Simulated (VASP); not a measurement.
Wanted: the native input for a VASP 6.6.1 run.

| Quantity | Value |
| --- | --- |
| Task | single point |
| Functional | PBE |
| Potentials or basis | VASP PAW PBE potentials, release 64 (Al, Ge_d, Ru_pv) |
| Cutoff | 520 eV |
| k mesh | 4 × 4 × 4 |
| Occupations | gaussian, width 0.1 eV |
| Spin | collinear spin, ferromagnetic start |
| Starting moments | [0.0, 0.0, 0.0, 0.0, 0.0, 1.0] μB |
| Dipole correction | no |
| Further INCAR settings | ALGO = Normal; EDIFF = 1e-07; NBANDS = 33 |

The structure of Al4GeRu lies in POSCAR:

```
Al4GeRu
1.0
    0.0000000000      3.6413170264      3.6413170264
    3.6413170264      0.0000000000      3.6413170264
    3.6413170264      3.6413170264      0.0000000000
Al Ge Ru
4 1 1
Direct
    0.6242890264      0.6242890264      0.1271329209
    0.6242890264      0.1271329209      0.6242890264
    0.1271329209      0.6242890264      0.6242890264
    0.6242890264      0.6242890264      0.6242890264
    0.0000000000      0.0000000000      0.0000000000
    0.2500000000      0.2500000000      0.2500000000
```

These files were run (other wordings do the same):

INCAR

```
SYSTEM = Al4GeRu
PREC = Accurate
ENCUT = 520
EDIFF = 1E-7
ISMEAR = 0
SIGMA = 0.1
LREAL = .FALSE.
LASPH = .TRUE.
NELM = 150
ALGO = Normal
ISIF = 2
LWAVE = .FALSE.
LCHARG = .TRUE.
ISPIN = 2
MAGMOM = 0 0 0 0 0 1
LORBIT = 11
LMAXMIX = 4
GGA = PE
LELF = .TRUE.
LVHAR = .TRUE.
NBANDS = 33
```

KPOINTS

```
regular mesh
0
G
  4 4 4
  0 0 0
```

Potentials or basis: VASP PAW PBE potentials, release 64 (Al, Ge_d, Ru_pv).

Command:

```console
$ cat potpaw_PBE.64/Al/POTCAR potpaw_PBE.64/Ge_d/POTCAR potpaw_PBE.64/Ru_pv/POTCAR > POTCAR
$ mpirun -np 1 vasp_std > vasp.out
```

Results of the run:

```
Pressure                                              : -0.2 GPa
Largest force                                         : 0.024 eV/Å
Band gap on the k mesh                                : zero (filled and empty bands overlap)
Net moment                                            : 0.00 μB per cell
Valence electrons inside the program's atomic spheres : Al 0.81; Ge 12.20; Ru 12.38
```

Caveat: the k points lie up to 0.37 Å⁻¹ apart.

It took 79 s on 1 thread of AMD EPYC 7R43 64-Core Processor (Zen 3), on a shared host, peak memory 0.26 GiB.
